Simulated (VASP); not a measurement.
# CdF2 (Fm-3m) in VASP: single point with PBE-based screened hybrid with 40 % exact exchange

Aim: the single point of CdF2 with PBE-based screened hybrid with 40 % exact exchange.

Everything below comes from runs of VASP 6.6.1. Logs are shortened: lines on timing, memory, paths and dates and some standing lists are left out, and cuts for length are marked.

### 1 The cell of the first run

The structure is cubic, space group Fm-3m (No. 225). Conventional cell: a = 5.388 Å, b = 5.388 Å, c = 5.388 Å, α = 90.00°, β = 90.00°, γ = 90.00°. Within 3.1 Å of Cd (site symmetry m-3m) lie 8 F at 2.33 Å. F (site symmetry -43m) has 4 Cd at 2.33 Å and 6 F at 2.69 Å within 3.1 Å.

### 2 Single point, PBE-based screened hybrid with 40 % exact exchange

File POSCAR:

```
CdF2
1.0
    0.0000000000      2.6941776810      2.6941776810
    2.6941776810      0.0000000000      2.6941776810
    2.6941776810      2.6941776810      0.0000000000
Cd F
1 2
Direct
    0.0000000000      0.0000000000      0.0000000000
    0.2500000000      0.2500000000      0.2500000000
    0.7500000000      0.7500000000      0.7500000000
```

File INCAR.step1:

```
SYSTEM = CdF2
PREC     = Accurate       ! precision mode
ENCUT    = 520            ! plane-wave cutoff, eV
EDIFF    = 1E-5           ! SCF threshold, eV
ISMEAR   = 0              ! smearing method
SIGMA    = 0.01           ! smearing width, eV
LREAL    = .False.        ! projectors in reciprocal space
LASPH    = .True.         ! aspherical terms in the spheres
NELM     = 120            ! most SCF steps
ALGO     = Normal         ! electronic algorithm
ISIF     = 2              ! what is computed and relaxed
LWAVE    = .True.         ! write WAVECAR
LCHARG   = .False.        ! write CHGCAR
GGA      = PE             ! functional
NBANDS   = 24             ! bands
GGA_COMPAT= .False.
```

File INCAR.step2:

```
SYSTEM = CdF2
PREC     = Accurate       ! precision mode
ENCUT    = 520            ! plane-wave cutoff, eV
EDIFF    = 1E-6           ! SCF threshold, eV
ISMEAR   = 0              ! smearing method
SIGMA    = 0.01           ! smearing width, eV
LREAL    = .False.        ! projectors in reciprocal space
LASPH    = .True.         ! aspherical terms in the spheres
NELM     = 120            ! most SCF steps
ALGO     = Normal         ! electronic algorithm
ISIF     = 2              ! what is computed and relaxed
LWAVE    = .False.        ! write WAVECAR
LCHARG   = .False.        ! write CHGCAR
GGA      = PE             ! functional
LHFCALC  = .True.         ! exact exchange
AEXX     = 0.4            ! exact-exchange fraction
HFSCREEN = 0.1            ! screening, 1/A
PRECFOCK = Normal       
ISTART   = 1            
NBANDS   = 24             ! bands
GGA_COMPAT= .False.
```

File KPOINTS:

```
regular mesh
0
Gamma
  4 4 4
  0 0 0
```

Potentials or basis: VASP PAW PBE potentials, release 64 (Cd_sv_GW, F).

The run is started by

```
> cat potpaw_PBE.64/Cd_sv_GW/POTCAR potpaw_PBE.64/F/POTCAR > POTCAR
> cp INCAR.step1 INCAR
> mpirun -np 1 vasp_std > vasp.out
> cp INCAR.step2 INCAR
> mpirun -np 1 vasp_std > vasp.out
```

OUTCAR:

```text
SYSTEM = CdF2
   PREC = Accurate
   ENCUT = 520
   EDIFF = 1E-6
   ISMEAR = 0
   LREAL = .False.
   LASPH = .True.
   NELM = 120
   ISIF = 2
   GGA = PE
   LHFCALC = .True.
   AEXX = 0.4
   HFSCREEN = 0.1
   PRECFOCK = Normal
   ISTART = 1

 ion  position               nearest neighbor table
   1  0.000  0.000  0.000-
   2  0.250  0.250  0.250-
   3  0.750  0.750  0.750-

  LATTYP: Found a face centered cubic cell.
 ALAT       =     5.3883553620

  Lattice vectors:

 A1 = (   0.0000000000,   2.6941776810,   2.6941776810)
 A2 = (   2.6941776810,   0.0000000000,   2.6941776810)
 A3 = (   2.6941776810,   2.6941776810,   0.0000000000)

Analysis of symmetry for initial positions (statically):
=====================================================================
 Subroutine PRICEL returns:
 Original cell was already a primitive cell.

 Routine SETGRP: Setting up the symmetry group for a
 face centered cubic supercell.

 Subroutine GETGRP returns: Found 48 space group operations
 (whereof 48 operations were pure point group operations)
 out of a pool of 48 trial point group operations.

The static configuration has the point symmetry O_h .

Analysis of symmetry for dynamics (positions and initial velocities):
=====================================================================
 Subroutine PRICEL returns:
 Original cell was already a primitive cell.

 Routine SETGRP: Setting up the symmetry group for a
 face centered cubic supercell.

 Subroutine GETGRP returns: Found 48 space group operations
 (whereof 48 operations were pure point group operations)
 out of a pool of 48 trial point group operations.

The dynamic configuration has the point symmetry O_h .

 Subroutine INISYM returns: Found 48 space group operations
 (whereof 48 operations are pure point group operations),
 and found     1 'primitive' translations

----------------------------------------------------------------------------------------

                                     Primitive cell

  volume of cell :      39.1119

  direct lattice vectors                    reciprocal lattice vectors
     0.000000000  2.694177681  2.694177681    -0.185585384  0.185585384  0.185585384
     2.694177681  0.000000000  2.694177681     0.185585384 -0.185585384  0.185585384
     2.694177681  2.694177681  0.000000000     0.185585384  0.185585384 -0.185585384

  length of vectors
     3.810142616  3.810142616  3.810142616     0.321443315  0.321443315  0.321443315

  position of ions in fractional coordinates (direct lattice)
     0.000000000  0.000000000  0.000000000
     0.250000000  0.250000000  0.250000000
     0.750000000  0.750000000  0.750000000

  ion indices of the primitive-cell ions
   primitive index   ion index
                 1           1
                 2           2
                 3           3

----------------------------------------------------------------------------------------

 KPOINTS: regular mesh

Automatic generation of k-mesh.
 Grid dimensions read from file:
 generate k-points for:    4    4    4

 Generating k-lattice:

  Cartesian coordinates                     Fractional coordinates (reciprocal lattice)
    -0.046396346  0.046396346  0.046396346     0.250000000  0.000000000  0.000000000
     0.046396346 -0.046396346  0.046396346     0.000000000  0.250000000  0.000000000
     0.046396346  0.046396346 -0.046396346     0.000000000  0.000000000  0.250000000

  Length of vectors
     0.080360829  0.080360829  0.080360829

  Shift w.r.t. Gamma in fractional coordinates (k-lattice)
     0.000000000  0.000000000  0.000000000

 Subroutine IBZKPT returns following result:
 ===========================================

 Found      8 irreducible k-points:

 Following reciprocal coordinates:
            Coordinates               Weight
  0.000000  0.000000  0.000000      1.000000
  0.250000  0.000000  0.000000      8.000000
  0.500000  0.000000  0.000000      4.000000
  0.250000  0.250000  0.000000      6.000000
  0.500000  0.250000  0.000000     24.000000
 -0.250000  0.250000  0.000000     12.000000
  0.500000  0.500000  0.000000      3.000000
 -0.250000  0.500000  0.250000      6.000000
   k-points           NKPTS =      8   k-points in BZ     NKDIM =     64   number of bands    NBANDS=     24
   number of dos      NEDOS =    301   number of ions     NIONS =      3
   total plane-waves  NPLWV =  21952
   dimension x,y,z NGX =    28 NGY =   28 NGZ =   28
   dimension x,y,z NGXF=    56 NGYF=   56 NGZF=   56
   ions per type =               1   2
   NGX,Y,Z   is equivalent  to a cutoff of  12.22, 12.22, 12.22 a.u.
   NGXF,Y,Z  is equivalent  to a cutoff of  24.43, 24.43, 24.43 a.u.
 SYSTEM =  CdF2
   PREC   = accura    normal or accurate (medium, high low for compatibility)
   ISTART =      1    job   : 0-new  1-cont  2-samecut
   ICHARG =      0    charge: 1-file 2-atom 10-const
   ISPIN  =      1    spin polarized calculation?
   LNONCOLLINEAR =      F non collinear calculations
   LSORBIT =      F    spin-orbit coupling
   LASPH  =      T    aspherical Exc in radial PAW
   ENCUT  =  520.0 eV  38.22 Ry    6.18 a.u.   7.08  7.08  7.08*2*pi/ulx,y,z
   NELM   =    120;   NELMIN=  2; NELMDL=  0     # of ELM steps
   EDIFF  = 0.1E-05   stopping-criterion for ELM
   LREAL  =      F    real-space projection
   EDIFFG = 0.1E-04   stopping-criterion for IOM
   NSW    =      0    number of steps for IOM
   IBRION =     -1    ionic relax: 0-MD 1-quasi-New 2-CG
   NFREE  =      0    steps in history (QN), initial steepest desc. (CG)
   ISIF   =      2    stress and relaxation
   ISYM   =      3    0-nonsym 1-usesym 2-fastsym
   POTIM  = 0.5000    time-step for ionic-motion
   TEBEG  =    0.0;   TEEND  =   0.0 temperature during run
   PSTRESS=    0.0 pullay stress
   NELECT =      34.0000    total number of electrons
   NUPDOWN=      -1.0000    fix difference up-down
   EMIN   =  10.00;   EMAX   =-10.00  energy-range for DOS
   EFERMI =   0.00;   METHOD = LEGACY
   ISMEAR =     0;   SIGMA  =   0.01  broadening in eV -4-tet -1-fermi 0-gaus
   EFERMI_NEDOS =   21; number of points for ismear=-14 and -15
   IALGO  =     38    algorithm
   IMIX   =      1    mixing-type and parameters
     AMIX     =   0.40;   BMIX     =  1.00
     AMIX_MAG =   1.60;   BMIX_MAG =  1.00
  volume/ion in A,a.u.               =      13.04        87.98
  Fermi-wavevector in a.u.,A,eV,Ry     =   1.562422  2.952549 33.214016  2.441161
  Thomas-Fermi vector in A             =   2.665342
   LORBIT       =      0    0 simple, 1 ext, 2 COOP (PROOUT), +10 PAW based schemes
   GGA     = PE    functional components
   LHFCALC =     T    Hartree Fock is set to
   PRECFOCK=normal    Normal, Fast or Accurate (Low or Medium for compatibility)
   ENCUT4O =  -1.0   cutoff for four orbital integrals eV
   NKREDX  =     1    reduce k-point grid by
   NKREDY  =     1    reduce k-point grid by
   NKREDZ  =     1    reduce k-point grid by
   AEXX    =    0.4000 exact exchange contribution
   HFSCREEN=    0.1000 screening length (either q_TF or 0.3 A-1)
   HFSCREENC=   0.1000 screening length for correlation (either q_TF or 0.3 A-1)
   ENCUTFOCK=  -1.0 apply spherical cutoff to Coloumb kernel
   IVDW    =     0    specifies the selected vdW correction
   LEPSILON=     F    determine dielectric tensor
   LRPA    =     F    only Hartree local field effects (RPA)
 non-spin polarized calculation
 Gauss-broadening in eV      SIGMA  =   0.01
  energy-cutoff  :      520.00
  volume of cell :       39.11
 maximum number of plane-waves:      1067
  NGX = 24; NGY = 24; NGZ = 24

 number of electron      33.9999970 magnetization

 Free energy of the ion-electron system (eV)
  ---------------------------------------------------
  ext. energy  EPLUGINS =         0.00000000
  ---------------------------------------------------
  free energy    TOTEN  =       -17.32880416 eV

  energy without entropy =      -17.32880416  energy(sigma->0) =      -17.32880416

 E-fermi :  -2.0387     XC(G=0):  -7.1299

 val. band max:       -2.2133345066   @ k =  -0.2500   0.5000   0.2500
 cond. band min:       4.9353507331   @ k =   0.0000   0.0000   0.0000
 fundamental gap:      7.1486852397
 Fermi energy:        -2.0387062324

 k-point     1 :       0.0000    0.0000    0.0000
  band No.  band energies     occupation
      1    -107.3881      2.00000
      2     -66.3947      2.00000
      3     -66.3947      2.00000
      4     -66.3947      2.00000
      5     -25.6638      2.00000
      6     -24.5121      2.00000
[... 16 lines left out ...]
     23      22.0182      0.00000
     24      22.0182      0.00000

 k-point     2 :       0.2500    0.0000    0.0000
  band No.  band energies     occupation
      1    -107.3879      2.00000
      2     -66.3961      2.00000
      3     -66.3945      2.00000
      4     -66.3945      2.00000
      5     -25.4713      2.00000
      6     -24.6828      2.00000
[... 16 lines left out ...]
     23      20.9745      0.00000
     24      21.7897      0.00000

 k-point     3 :       0.5000    0.0000    0.0000
  band No.  band energies     occupation
      1    -107.3879      2.00000
      2     -66.3981      2.00000
      3     -66.3948      2.00000
      4     -66.3948      2.00000
      5     -25.1020      2.00000
      6     -25.0252      2.00000
[... 16 lines left out ...]
     23      20.2760      0.00000
     24      20.7806      0.00000

 k-point     4 :       0.2500    0.2500    0.0000
  band No.  band energies     occupation
      1    -107.3880      2.00000
      2     -66.3966      2.00000
      3     -66.3950      2.00000
      4     -66.3950      2.00000
      5     -25.4279      2.00000
      6     -24.7112      2.00000
[... 16 lines left out ...]
     23      22.4332      0.00000
     24      23.7918      0.00000

 k-point     5 :       0.5000    0.2500    0.0000
  band No.  band energies     occupation
      1    -107.3879      2.00000
      2     -66.3974      2.00000
      3     -66.3957      2.00000
      4     -66.3951      2.00000
      5     -25.1643      2.00000
      6     -24.9376      2.00000
[... 16 lines left out ...]
     23      21.9924      0.00000
     24      23.5508      0.00000

 k-point     6 :      -0.2500    0.2500    0.0000
  band No.  band energies     occupation
      1    -107.3879      2.00000
      2     -66.3966      2.00000
      3     -66.3956      2.00000
      4     -66.3949      2.00000
      5     -25.2391      2.00000
      6     -24.8800      2.00000
[... 16 lines left out ...]
     23      20.1889      0.00000
     24      24.4910      0.00000

 k-point     7 :       0.5000    0.5000    0.0000
  band No.  band energies     occupation
      1    -107.3877      2.00000
      2     -66.3972      2.00000
      3     -66.3950      2.00000
      4     -66.3950      2.00000
      5     -25.1770      2.00000
      6     -24.9004      2.00000
[... 16 lines left out ...]
     23      21.7215      0.00000
     24      23.0612      0.00000

 k-point     8 :      -0.2500    0.5000    0.2500
  band No.  band energies     occupation
      1    -107.3878      2.00000
      2     -66.3965      2.00000
      3     -66.3965      2.00000
      4     -66.3955      2.00000
      5     -25.0415      2.00000
      6     -25.0415      2.00000
[... 16 lines left out ...]
     23      21.3372      0.00000
     24      23.3495      0.00000

------------------------ aborting loop because EDIFF is reached ----------------------------------------

  FORCE on cell =-STRESS in cart. coord.  units (eV):
  Direction    XX          YY          ZZ          XY          YZ          ZX
  --------------------------------------------------------------------------------------
  -------------------------------------------------------------------------------------
  Total       -0.4942433     -0.4942433     -0.4942433     -0.0000000     -0.0000000      0.0000000
  in kB      -20.2461589    -20.2461589    -20.2461589     -0.0000000     -0.0000000      0.0000000
  external PRESSURE =     -20.2461589 kB  Pullay stress =       0.0000000 kB

 VOLUME and BASIS-vectors are now :
 -----------------------------------------------------------------------------
  energy-cutoff  :      520.00
  volume of cell :       39.11
      direct lattice vectors                 reciprocal lattice vectors
     0.000000000  2.694177681  2.694177681    -0.185585384  0.185585384  0.185585384
     2.694177681  0.000000000  2.694177681     0.185585384 -0.185585384  0.185585384
     2.694177681  2.694177681  0.000000000     0.185585384  0.185585384 -0.185585384

 POSITION                                       TOTAL-FORCE (eV/Angst)
 -----------------------------------------------------------------------------------
      0.00000      0.00000      0.00000        -0.000000      0.000000     -0.000000
      1.34709      1.34709      1.34709        -0.000000     -0.000000     -0.000000
      4.04127      4.04127      4.04127         0.000000      0.000000      0.000000
 -----------------------------------------------------------------------------------
    total drift:                                0.000001      0.000003      0.000002

  FREE ENERGIE OF THE ION-ELECTRON SYSTEM (eV)
  ---------------------------------------------------
  free  energy   TOTEN  =       -17.3288041565 eV

  energy  without entropy=      -17.3288041565  energy(sigma->0) =      -17.32880416
```

Wall time 15 min (1 thread of Intel Xeon 6975P-C (Granite Rapids), shared host); peak memory 0.28 GiB.

Results:

| Quantity | Value |
| --- | --- |
| Free energy | -17.3288 eV |
| Pressure | -2.0 GPa |
| Band gap on the k mesh | 7.15 eV (least direct gap 7.79 eV) |

Caveat: the k points lie up to 0.50 Å⁻¹ apart; the PAW data sets were made with another functional, which shifts forces and pressure a little.
